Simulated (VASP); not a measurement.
The system is SiC.

```
Si C
1.0
     3.07569    0.00000    0.00000
    -1.53785    2.66363    0.00000
     0.00000    0.00000   10.07065
Si C
4 4
Cartesian
  0.0000 0.0000 1.8922
  0.0000 0.0000 6.9275
  0.0000 1.7758 4.4094
  1.5378 0.8879 9.4447
  0.0000 0.0000 0.0046
  0.0000 0.0000 5.0400
  0.0000 1.7758 2.5157
  1.5378 0.8879 7.5510
```

Base run:

| Quantity | Value |
| --- | --- |
| Program | VASP 6.6.1 |
| Functional | PBEsol |
| Potentials or basis | VASP PAW PBE potentials, release 64 (Si, C) |
| Cutoff | 520 eV |
| k mesh | 10 × 10 × 3 |
| Occupations | fermi-dirac, width 0.05 eV |
| Spin | no spin polarisation |

Its results: band gap on the k mesh 2.11 eV, indirect (least direct gap 3.24 eV); pressure 0.8 GPa; largest force 0.005 eV/Å.

Q: After a change of settings the same cell gave: band gap on the k mesh 2.18 eV, indirect (least direct gap 3.31 eV); pressure -2.6 GPa; largest force 0.005 eV/Å. Which change was it?
A. functional from PBEsol to SVWN5
B. functional from PBEsol to BLYP; further incar settings from ALGO = Normal; EDIFF = 1e-07; NBANDS = 26 to ALGO = Normal; EDIFF = 1e-06; NBANDS = 26
C. functional from PBEsol to revPBE; further incar settings from ALGO = Normal; EDIFF = 1e-07; NBANDS = 26 to ALGO = Normal; EDIFF = 1e-06; NBANDS = 26
D. further incar settings from ALGO = Normal; EDIFF = 1e-07; NBANDS = 26 to ALGO = Normal; EDIFF = 1e-06; NBANDS = 26

A: A.

SVWN5 binds more tightly than PBEsol, so the same cell stands under less pressure.

Caveats: the PAW data sets were made with another functional, which shifts forces and pressure a little.
